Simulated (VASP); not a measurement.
# Tl2H: single point with PBE

Tl2H:

```xyz
3
Lattice="2.2872 1.3205 3.8311 -2.2872 1.3205 3.8311 0.0000 -2.6410 3.8311" Properties=species:S:1:pos:R:3 pbc="T T T"
Tl    0.0000    0.0000    3.2089
Tl    0.0000    0.0000    8.2844
H     0.0000    0.0000    0.0000
```

```json
{"Program": "VASP 6.6.1", "Task": "single point", "Functional": "PBE", "Potentials or basis": "VASP PAW PBE potentials, release 64 (Tl_d, H)", "Cutoff": "520 eV", "k mesh": "6 × 6 × 6", "Occupations": "gaussian, width 0.1 eV", "Spin": "no spin polarisation", "Dipole correction": "no", "Further INCAR settings": "ALGO = Normal; EDIFF = 1e-07; NBANDS = 20"}
```

- Pressure: 4.5 GPa
- Largest force: 1.200 eV/Å

Forces in eV/Å, atoms in the order of the input:
```
Tl   0.000  0.000 -1.200
Tl   0.000  0.000  1.200
H    0.000  0.000  0.000
```

Stress tensor (GPa, compression positive):
```
6.44 0.00 0.00
0.00 6.44 0.00
0.00 0.00 0.55
```

Levels at points of the mesh, in eV from the Fermi level:
```
           k point  band 9  band 10  band 11  band 12  band 13  band 14  band 15  band 16  band 17  band 18
(0.00, 0.00, 0.00)  -11.03   -11.03    -9.78    -0.99     0.02     1.90     1.90     2.39     5.00     5.81
(0.50, 0.00, 0.00)  -11.26   -11.16    -7.08    -6.60    -1.05     1.32     2.03     3.13     4.28     4.85
(0.50, 0.50, 0.00)  -11.28   -11.00    -6.68    -5.15    -2.86    -0.56    -0.06     0.88     7.94     9.39
(0.50, 0.50, 0.50)  -11.24   -11.24    -8.28    -5.02    -0.58     1.89     2.34     2.34     3.69     3.69
```

It took 37 s on 1 thread of Intel(R) Xeon(R) Platinum 8375C CPU @ 2.90GHz (Ice Lake), on a shared host, peak memory 0.21 GiB.

Caveat: spin-orbit coupling is left out, which moves the levels of the heavy elements; forces of over 1 eV/Å act on the atoms, so gaps and moduli don't describe the material at rest.
